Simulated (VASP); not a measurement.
Input of a VASP 6.6.1 run:

Contents of INCAR:

```
SYSTEM = InAs
PREC = Accurate
ENCUT = 520
EDIFF = 1E-7
ISMEAR = -1
SIGMA = 0.05
LREAL = .FALSE.
LASPH = .TRUE.
NELM = 150
ALGO = Normal
ISIF = 2
LWAVE = .FALSE.
LCHARG = .FALSE.
LNONCOLLINEAR = .TRUE.
MAGMOM = 0 0 0 0 0 0
LORBIT = 11
LSORBIT = .TRUE.
GGA_COMPAT = .FALSE.
LORBMOM = .TRUE.
GGA = PE
NBANDS = 30
```

File KPOINTS:

```
regular mesh
0
G
  6 6 6
  0 0 0
```

File POSCAR:

```
InAs
1.0
    0.0000000000      3.0180000000      3.0180000000
    3.0180000000      0.0000000000      3.0180000000
    3.0180000000      3.0180000000      0.0000000000
In As
1 1
Direct
    0.0000000000      0.0000000000      0.0000000000
    0.7500000000      0.7500000000      0.7500000000
```

Potentials or basis: VASP PAW PBE potentials, release 64 (In_d, As).

Launch:

```sh
$ cat potpaw_PBE.64/In_d/POTCAR potpaw_PBE.64/As/POTCAR > POTCAR
$ mpirun -np 1 vasp_ncl > vasp.out
```

Question: Estimate the pressure.

Answer: 4.4 GPa.

Question: What does it give for the net moment?

Answer: 0.00 μB per cell.

Moments on the atoms (μB; x, y, z):
```
In  0.00 0.00 0.00
As  0.00 0.00 0.00
```
